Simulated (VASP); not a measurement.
# C (C2/m) in VASP: further runs

Runs on C. Level: PBE+D3(BJ). Tasks: single point.

Program: VASP 6.6.1. These are calculated values, not measurements. Logs are shortened: lines on timing, memory, paths and dates and some standing lists are left out, and cuts for length are marked.

**1. The cell of the first run**

The structure is monoclinic, space group C2/m (No. 12). The conventional cell has a = 4.269 Å, b = 2.465 Å, c = 3.650 Å, α = 90.00°, β = 112.95°, γ = 90.00°. C (site symmetry m) has 3 C at 1.31 to 1.49 Å within 1.8 Å.

**2. Single point, PBE+D3(BJ) (mode 4 frozen in at -0.071 Å and mode 6 at -0.060 Å (largest displacements))**

INCAR

```
SYSTEM = C
ALGO = Normal
EDIFF = 1E-6
ENCUT = 520
GGA = PE
ISIF = 2
ISMEAR = 0
IVDW = 12
LASPH = .TRUE.
LCHARG = .FALSE.
LREAL = .FALSE.
LWAVE = .FALSE.
NBANDS = 11
NELM = 60
PREC = Accurate
SIGMA = 0.05
```

KPOINTS

```
k-points
0
G
  15 15 15
  0 0 0
```

POSCAR

```
C
1.0
    1.2324809262      0.7115731945      3.3609366220
   -1.2324809262      0.7115731945      3.3609366220
    0.0000000000     -1.4231463891      3.3609366220
C
2
Direct
    0.1454708084      0.1454708084      0.1876309125
    0.8545291916      0.8545291916      0.8123690875
```

Potentials or basis: VASP PAW PBE potentials, release 64 (C).

Started as:

```console
$ cat potpaw_PBE.64/C/POTCAR > POTCAR
$ mpirun -np 1 vasp_std > vasp.out
```

OUTCAR:

```text
SYSTEM = C
   EDIFF = 1E-6
   ENCUT = 520
   GGA = PE
   ISIF = 2
   ISMEAR = 0
   IVDW = 12
   LASPH = .TRUE.
   LREAL = .FALSE.
   NELM = 60
   PREC = Accurate
 IVDW          = 12

 ion  position               nearest neighbor table
   1  0.145  0.145  0.188-   2 1.31   2 1.49   2 1.49
   2  0.855  0.855  0.812-   1 1.31   1 1.49   1 1.49

  LATTYP: Found a trigonal (rhomboedric) cell.
 ALAT       =     3.6498274783
 COS(alpha) =     0.7719417768

  Lattice vectors:

 A1 = (   1.2324809262,   0.7115731945,   3.3609366220)
 A2 = (  -1.2324809262,   0.7115731945,   3.3609366220)
 A3 = (   0.0000000000,  -1.4231463891,   3.3609366220)

Analysis of symmetry for initial positions (statically):
=====================================================================
 Subroutine PRICEL returns:
 Original cell was already a primitive cell.

 Routine SETGRP: Setting up the symmetry group for a
 trigonal (rhombohedral) supercell.

 Subroutine GETGRP returns: Found  4 space group operations
 (whereof  4 operations were pure point group operations)
 out of a pool of 12 trial point group operations.

The static configuration has the point symmetry C_2h.

Analysis of symmetry for dynamics (positions and initial velocities):
=====================================================================
 Subroutine PRICEL returns:
 Original cell was already a primitive cell.

 Routine SETGRP: Setting up the symmetry group for a
 trigonal (rhombohedral) supercell.

 Subroutine GETGRP returns: Found  4 space group operations
 (whereof  4 operations were pure point group operations)
 out of a pool of 12 trial point group operations.

The dynamic configuration has the point symmetry C_2h.

 Subroutine INISYM returns: Found  4 space group operations
 (whereof  4 operations are pure point group operations),
 and found     1 'primitive' translations

----------------------------------------------------------------------------------------

                                     Primitive cell

  volume of cell :      17.6853

  direct lattice vectors                    reciprocal lattice vectors
     1.232480926  0.711573195  3.360936622     0.405685791  0.234222801  0.099178702
    -1.232480926  0.711573195  3.360936622    -0.405685791  0.234222801  0.099178702
     0.000000000 -1.423146389  3.360936622     0.000000000 -0.468445602  0.099178702

  length of vectors
     3.649827478  3.649827478  3.649827478     0.478829507  0.478829507  0.478829507

  position of ions in fractional coordinates (direct lattice)
     0.145470808  0.145470808  0.187630912
     0.854529192  0.854529192  0.812369088

  ion indices of the primitive-cell ions
   primitive index   ion index
                 1           1
                 2           2

----------------------------------------------------------------------------------------

 KPOINTS: k-points

Automatic generation of k-mesh.
 Grid dimensions read from file:
 generate k-points for:   15   15   15

 Generating k-lattice:

  Cartesian coordinates                     Fractional coordinates (reciprocal lattice)
     0.027045719  0.015614853  0.006611913     0.066666667  0.000000000  0.000000000
    -0.027045719  0.015614853  0.006611913     0.000000000  0.066666667  0.000000000
     0.000000000 -0.031229707  0.006611913    -0.000000000 -0.000000000  0.066666667

  Length of vectors
     0.031921967  0.031921967  0.031921967

  Shift w.r.t. Gamma in fractional coordinates (k-lattice)
     0.000000000  0.000000000  0.000000000

 Subroutine IBZKPT returns following result:
 ===========================================

 Found    904 irreducible k-points:

 Following reciprocal coordinates:
            Coordinates               Weight
  0.000000  0.000000  0.000000      1.000000
  0.066667  0.000000  0.000000      4.000000
  0.000000  0.000000  0.066667      2.000000
  0.133333  0.000000  0.000000      4.000000
  0.000000  0.000000  0.133333      2.000000
  0.200000  0.000000  0.000000      4.000000
[... 16 lines left out ...]
  0.066667  0.000000  0.200000      4.000000
  0.266667  0.066667 -0.000000      4.000000
 [... further k-points ...]
   k-points           NKPTS =    904   k-points in BZ     NKDIM =    904   number of bands    NBANDS=     11
   number of dos      NEDOS =    301   number of ions     NIONS =      2
   total plane-waves  NPLWV =  21952
   dimension x,y,z NGX =    28 NGY =   28 NGZ =   28
   dimension x,y,z NGXF=    56 NGYF=   56 NGZF=   56
   ions per type =               2
   NGX,Y,Z   is equivalent  to a cutoff of  12.75, 12.75, 12.75 a.u.
   NGXF,Y,Z  is equivalent  to a cutoff of  25.51, 25.51, 25.51 a.u.
 SYSTEM =  C
   PREC   = accura    normal or accurate (medium, high low for compatibility)
   ISTART =      0    job   : 0-new  1-cont  2-samecut
   ICHARG =      2    charge: 1-file 2-atom 10-const
   ISPIN  =      1    spin polarized calculation?
   LNONCOLLINEAR =      F non collinear calculations
   LSORBIT =      F    spin-orbit coupling
   LASPH  =      T    aspherical Exc in radial PAW
   ENCUT  =  520.0 eV  38.22 Ry    6.18 a.u.   6.79  6.79  6.79*2*pi/ulx,y,z
   NELM   =     60;   NELMIN=  2; NELMDL= -5     # of ELM steps
   EDIFF  = 0.1E-05   stopping-criterion for ELM
   LREAL  =      F    real-space projection
   EDIFFG = 0.1E-04   stopping-criterion for IOM
   NSW    =      0    number of steps for IOM
   IBRION =     -1    ionic relax: 0-MD 1-quasi-New 2-CG
   NFREE  =      0    steps in history (QN), initial steepest desc. (CG)
   ISIF   =      2    stress and relaxation
   ISYM   =      2    0-nonsym 1-usesym 2-fastsym
   POTIM  = 0.5000    time-step for ionic-motion
   TEBEG  =    0.0;   TEEND  =   0.0 temperature during run
   PSTRESS=    0.0 pullay stress
   NELECT =       8.0000    total number of electrons
   NUPDOWN=      -1.0000    fix difference up-down
   EMIN   =  10.00;   EMAX   =-10.00  energy-range for DOS
   EFERMI =   0.00;   METHOD = LEGACY
   ISMEAR =     0;   SIGMA  =   0.05  broadening in eV -4-tet -1-fermi 0-gaus
   EFERMI_NEDOS =   21; number of points for ismear=-14 and -15
   IALGO  =     38    algorithm
   IMIX   =      4    mixing-type and parameters
     AMIX     =   0.40;   BMIX     =  1.00
     AMIX_MAG =   1.60;   BMIX_MAG =  1.00
  volume/ion in A,a.u.               =       8.84        59.67
  Fermi-wavevector in a.u.,A,eV,Ry     =   1.256708  2.374834 21.487884  1.579315
  Thomas-Fermi vector in A             =   2.390403
   LORBIT       =      0    0 simple, 1 ext, 2 COOP (PROOUT), +10 PAW based schemes
   GGA     = PE    functional components
   LHFCALC =     F    Hartree Fock is set to
   AEXX    =    0.0000 exact exchange contribution
   IVDW    =    12    specifies the selected vdW correction
   LEPSILON=     F    determine dielectric tensor
   LRPA    =     F    only Hartree local field effects (RPA)
 non-spin polarized calculation
 Gauss-broadening in eV      SIGMA  =   0.05
  energy-cutoff  :      520.00
  volume of cell :       17.69
 maximum number of plane-waves:       490
   NGX = 13   NGY = 13   NGZ = 13

 number of electron       8.0000000 magnetization

 Free energy of the ion-electron system (eV)
  ---------------------------------------------------
  ext. energy  EPLUGINS =         0.00000000
  ---------------------------------------------------
  free energy    TOTEN  =       -17.84623113 eV

  energy without entropy =      -17.84623100  energy(sigma->0) =      -17.84623107

 E-fermi :   4.5536     XC(G=0): -10.3235

 val. band max:        4.4284427696   @ k =   0.1333  -0.0667  -0.4667
 cond. band min:       4.6806037240   @ k =   0.4000   0.1333  -0.2000
 fundamental gap:      0.2521609544
 Fermi energy:         4.5535822007

 k-point     1 :       0.0000    0.0000    0.0000
  band No.  band energies     occupation
      1     -14.9699      2.00000
      2      -1.8683      2.00000
      3       0.1962      2.00000
      4       3.6610      2.00000
      5       8.4688      0.00000
      6      10.7355      0.00000
      7      14.8939      0.00000
      8      16.4538      0.00000
      9      17.6588      0.00000
     10      27.2619      0.00000
     11      29.8538      0.00000

 k-point     2 :       0.0667    0.0000    0.0000
  band No.  band energies     occupation
      1     -14.8624      2.00000
      2      -1.7668      2.00000
      3      -0.0202      2.00000
      4       3.1792      2.00000
      5       8.5910      0.00000
      6      10.9253      0.00000
      7      15.3296      0.00000
      8      16.1529      0.00000
      9      17.7652      0.00000
     10      27.5895      0.00000
     11      28.9710      0.00000

 k-point     3 :       0.0000    0.0000    0.0667
  band No.  band energies     occupation
      1     -14.8645      2.00000
      2      -1.7606      2.00000
      3      -0.1222      2.00000
      4       3.2766      2.00000
      5       8.6054      0.00000
      6      11.3415      0.00000
      7      14.7125      0.00000
      8      16.0727      0.00000
      9      17.8944      0.00000
     10      27.6237      0.00000
     11      29.9251      0.00000

 k-point     4 :       0.1333    0.0000    0.0000
  band No.  band energies     occupation
      1     -14.5408      2.00000
      2      -1.4736      2.00000
      3      -0.6316      2.00000
      4       2.0206      2.00000
      5       8.9512      0.00000
      6      11.3077      0.00000
      7      15.2146      0.00000
      8      16.5949      0.00000
      9      18.1549      0.00000
     10      27.1296      0.00000
     11      28.3805      0.00000
[... 239 lines left out ...]
 k-point    22 :      -0.2000    0.0000   -0.0667
  band No.  band energies     occupation
      1     -14.2054      2.00000
      2      -1.3112      2.00000
      3      -1.0356      2.00000
      4       0.9668      2.00000
      5       9.4344      0.00000
      6      11.3323      0.00000
      7      14.6674      0.00000
      8      18.0118      0.00000
      9      18.4087      0.00000
     10      25.2083      0.00000
     11      28.9085      0.00000

 k-point    23 :       0.0667    0.0000    0.2000
  band No.  band energies     occupation
      1     -14.2224      2.00000
      2      -1.7521      2.00000
      3      -1.1556      2.00000
      4       1.6099      2.00000
      5       9.5676      0.00000
      6      13.5449      0.00000
      7      13.8809      0.00000
      8      14.9240      0.00000
      9      19.0741      0.00000
     10      26.1949      0.00000
     11      29.2669      0.00000

 k-point    24 :       0.2667    0.0667   -0.0000
  band No.  band energies     occupation
      1     -13.5807      2.00000
      2      -2.5951      2.00000
      3      -0.5929      2.00000
      4       0.0341      2.00000
      5       9.8629      0.00000
      6      12.4320      0.00000
      7      13.4644      0.00000
      8      17.7815      0.00000
      9      20.1741      0.00000
     10      24.2226      0.00000
     11      27.8162      0.00000

 [... further k-points ...]

------------------------ aborting loop because EDIFF is reached ----------------------------------------

 Edisp (eV)   -0.31256

 E8    (eV) :    -0.0886

  FORCE on cell =-STRESS in cart. coord.  units (eV):
  Direction    XX          YY          ZZ          XY          YZ          ZX
  --------------------------------------------------------------------------------------
  -------------------------------------------------------------------------------------
  Total      -0.28402     2.74177    -0.36118     0.00000    -1.01837     0.00000
  in kB     -25.73050   248.38764   -32.72073     0.00000   -92.25815     0.00000
  external pressure =       63.31 kB  Pullay stress =        0.00 kB

 VOLUME and BASIS-vectors are now :
 -----------------------------------------------------------------------------
  energy-cutoff  :      520.00
  volume of cell :       17.69
      direct lattice vectors                 reciprocal lattice vectors
     1.232480926  0.711573195  3.360936622     0.405685791  0.234222801  0.099178702
    -1.232480926  0.711573195  3.360936622    -0.405685791  0.234222801  0.099178702
     0.000000000 -1.423146389  3.360936622     0.000000000 -0.468445602  0.099178702

 POSITION                                       TOTAL-FORCE (eV/Angst)
 -----------------------------------------------------------------------------------
      0.00000     -0.06000      1.60845         0.000000      7.096875      2.119708
      0.00000      0.06000      8.47436         0.000000     -7.096875     -2.119708
 -----------------------------------------------------------------------------------
    total drift:                                0.000000     -0.000000     -0.000000

  FREE ENERGIE OF THE ION-ELECTRON SYSTEM (eV)
  ---------------------------------------------------
  free  energy   TOTEN  =       -18.1587889838 eV

  energy  without entropy=      -18.1587888541  energy(sigma->0) =      -18.15878892
```

Run time: 1.7 min. Hardware: 1 thread of Intel Xeon 6975P-C (Granite Rapids), shared host; peak memory 0.27 GiB.

Results:

```
Free energy                : -18.1588 eV
Pressure                   : 6.3 GPa
Largest force              : 7.407 eV/Å
Band gap on the k mesh     : 0.25 eV, indirect (least direct gap 0.27 eV)
Dispersion energy per atom : -0.156 eV
```

Forces on the atoms (eV/Å):
```
C    0.000  7.097  2.120
C    0.000 -7.097 -2.120
```

Levels at points of the mesh, in eV from the valence-band top:
```
           k point  band 2  band 3  band 4  band 5  band 6  band 7
(0.00, 0.00, 0.00)   -6.30   -4.23   -0.77    4.04    6.31   10.47
```

Caveat: the cell differs from its parent crystal (mode 4 frozen in at -0.071 Å and mode 6 at -0.060 Å (largest displacements)); forces of over 1 eV/Å act on the atoms, so gaps and moduli don't describe the material at rest. A k mesh can miss the band edges.

**3. Single point, PBE+D3(BJ) (mode 4 frozen in at -0.071 Å and mode 6 at -0.030 Å (largest displacements))**

INCAR

```
PREC = Accurate
ENCUT = 520
EDIFF = 1E-6
ISMEAR = 0
SIGMA = 0.05
LREAL = F
LASPH = T
NELM = 100
ALGO = Normal
ISIF = 2
LWAVE = F
LCHARG = F
GGA = PE
IVDW = 12
NBANDS = 11
```

KPOINTS

```
Automatic mesh
0
Gamma
  15 15 15
```

POSCAR

```
C
1.0
    1.2324809262      0.7115731945      3.3609366220
   -1.2324809262      0.7115731945      3.3609366220
    0.0000000000     -1.4231463891      3.3609366220
C
2
Direct
    0.1524974924      0.1524974924      0.1735775445
    0.8475025076      0.8475025076      0.8264224555
```

Potentials or basis: VASP PAW PBE potentials, release 64 (C).

Started as:

```console
$ cat potpaw_PBE.64/C/POTCAR > POTCAR
$ mpirun -np 1 vasp_std > vasp.out
```

OUTCAR:

```text
PREC = Accurate
   ENCUT = 520
   EDIFF = 1E-6
   ISMEAR = 0
   LREAL = F
   LASPH = T
   NELM = 100
   ISIF = 2
   GGA = PE
   IVDW = 12
 IVDW          = 12

 ion  position               nearest neighbor table
   1  0.152  0.152  0.174-   2 1.37   2 1.46   2 1.46
   2  0.848  0.848  0.826-   1 1.37   1 1.46   1 1.46

  LATTYP: Found a trigonal (rhomboedric) cell.
 ALAT       =     3.6498274783
 COS(alpha) =     0.7719417768

  Lattice vectors:

 A1 = (   1.2324809262,   0.7115731945,   3.3609366220)
 A2 = (  -1.2324809262,   0.7115731945,   3.3609366220)
 A3 = (   0.0000000000,  -1.4231463891,   3.3609366220)

Analysis of symmetry for initial positions (statically):
=====================================================================
 Subroutine PRICEL returns:
 Original cell was already a primitive cell.

 Routine SETGRP: Setting up the symmetry group for a
 trigonal (rhombohedral) supercell.

 Subroutine GETGRP returns: Found  4 space group operations
 (whereof  4 operations were pure point group operations)
 out of a pool of 12 trial point group operations.

The static configuration has the point symmetry C_2h.

[... 170 lines left out ...]
      2      -1.8250      2.00000
      3       0.9832      2.00000
      4       2.7399      2.00000
      5       8.4562      0.00000
      6      11.8576      0.00000
      7      14.1037      0.00000
      8      16.3686      0.00000
      9      17.3054      0.00000
     10      27.3488      0.00000
     11      30.3828      0.00000
[... 309 lines left out ...]
 k-point    24 :       0.2667    0.0667   -0.0000
  band No.  band energies     occupation
      1     -13.5469      2.00000
      2      -2.2940      2.00000
      3      -0.5427      2.00000
      4      -0.2568      2.00000
      5       9.8931      0.00000
      6      12.9619      0.00000
      7      13.4761      0.00000
      8      17.2280      0.00000
      9      19.9394      0.00000
     10      24.2921      0.00000
     11      28.0562      0.00000

 [... further k-points ...]

------------------------ aborting loop because EDIFF is reached ----------------------------------------

 Edisp (eV)   -0.31229

 E8    (eV) :    -0.0885

  FORCE on cell =-STRESS in cart. coord.  units (eV):
  Direction    XX          YY          ZZ          XY          YZ          ZX
  --------------------------------------------------------------------------------------
  -------------------------------------------------------------------------------------
  Total      -0.34309     1.02334    -0.38638     0.00000    -0.47770     0.00000
  in kB     -31.08157    92.70837   -35.00412     0.00000   -43.27690     0.00000
  external pressure =        8.87 kB  Pullay stress =        0.00 kB

 VOLUME and BASIS-vectors are now :
 -----------------------------------------------------------------------------
  energy-cutoff  :      520.00
  volume of cell :       17.69
      direct lattice vectors                 reciprocal lattice vectors
     1.232480926  0.711573195  3.360936622     0.405685791  0.234222801  0.099178702
    -1.232480926  0.711573195  3.360936622    -0.405685791  0.234222801  0.099178702
     0.000000000 -1.423146389  3.360936622     0.000000000 -0.468445602  0.099178702

 POSITION                                       TOTAL-FORCE (eV/Angst)
 -----------------------------------------------------------------------------------
      0.00000     -0.03000      1.60845         0.000000      3.337219      2.299595
      0.00000      0.03000      8.47436         0.000000     -3.337219     -2.299595
 -----------------------------------------------------------------------------------
    total drift:                               -0.000000      0.000000      0.000000

  FREE ENERGIE OF THE ION-ELECTRON SYSTEM (eV)
  ---------------------------------------------------
  free  energy   TOTEN  =       -18.4690542980 eV

  energy  without entropy=      -18.4690400973  energy(sigma->0) =      -18.46904720
```

OSZICAR:

```text
N       E                     dE             d eps       ncg     rms          rms(c)
DAV:   1     0.600037344429E+01    0.60004E+01   -0.45560E+03 20464   0.664E+02
DAV:   2    -0.187266755237E+02   -0.24727E+02   -0.23506E+02 26377   0.130E+02
DAV:   3    -0.193160047224E+02   -0.58933E+00   -0.58811E+00 25217   0.168E+01
DAV:   4    -0.193181287270E+02   -0.21240E-02   -0.21239E-02 23159   0.122E+00
DAV:   5    -0.193181368712E+02   -0.81442E-05   -0.81443E-05 25441   0.695E-02    0.627E+00
DAV:   6    -0.184318251210E+02    0.88631E+00   -0.74880E-01 23500   0.510E+00    0.365E+00
DAV:   7    -0.181532100238E+02    0.27862E+00   -0.84639E-01 24396   0.544E+00    0.103E+00
DAV:   8    -0.181568547401E+02   -0.36447E-02   -0.21325E-02 22367   0.937E-01    0.112E-01
DAV:   9    -0.181566860809E+02    0.16866E-03   -0.60968E-04 24538   0.164E-01    0.515E-02
DAV:  10    -0.181567585071E+02   -0.72426E-04   -0.10449E-04 22725   0.722E-02    0.204E-02
DAV:  11    -0.181567626965E+02   -0.41894E-05   -0.76319E-06 24415   0.180E-02    0.223E-03
DAV:  12    -0.181567629898E+02   -0.29330E-06   -0.69857E-07 22763   0.633E-03
   1 F= -.18469054E+02 E0= -.18469047E+02  d E =-.142007E-04
```

Run time: 1.9 min. Hardware: 1 thread of Intel Xeon 6975P-C (Granite Rapids), shared host; peak memory 0.27 GiB.

What came out:

```
Free energy                : -18.4691 eV
Pressure                   : 0.9 GPa
Largest force              : 4.053 eV/Å
Band gap on the k mesh     : 0.09 eV, direct
Dispersion energy per atom : -0.156 eV
```

Forces in eV/Å, atoms in the order of the input:
```
C    0.000  3.337  2.300
C    0.000 -3.337 -2.300
```

Stress tensor (GPa, compression positive):
```
-3.11  0.00  0.00
 0.00  9.27 -4.33
 0.00 -4.33 -3.50
```

Caveat: the cell differs from its parent crystal (mode 4 frozen in at -0.071 Å and mode 6 at -0.030 Å (largest displacements)); forces of over 1 eV/Å act on the atoms, so gaps and moduli don't describe the material at rest. A k mesh can miss the band edges.
